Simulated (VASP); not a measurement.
Input of a VASP 6.6.1 run:

Contents of INCAR:

```
SYSTEM = Ni
PREC = Accurate ; ENCUT = 520
EDIFF = 1E-6 ; ISMEAR = 0
SIGMA = 0.15 ; LREAL = .False.
LASPH = .True. ; NELM = 150
ALGO = Normal ; ISIF = 2
LWAVE = .False. ; LCHARG = .False.
ISPIN = 2 ; MAGMOM = 0.5
LORBIT = 11 ; NUPDOWN = 0.5
LMAXMIX = 4 ; NBANDS = 15
```

KPOINTS

```
Automatic mesh
0
Gamma
  24 24 24
  0 0 0
```

POSCAR

```
Ni
1.0
    0.0000000000      1.6025350438      1.6025350438
    1.6025350438      0.0000000000      1.6025350438
    1.6025350438      1.6025350438      0.0000000000
Ni
1
Direct
    0.0000000000      0.0000000000      0.0000000000
```

Potentials or basis: VASP PAW LDA potentials, release 64 (Ni).

Launch:

```bash
$ cat potpaw_LDA.64/Ni/POTCAR > POTCAR
$ mpirun -np 1 vasp_std > vasp.out
```

Problem. Predict the pressure.

Solution. 80.3 GPa.

Caveat: the cell stands under pressure; the total moment is fixed, so each spin has its own Fermi level.
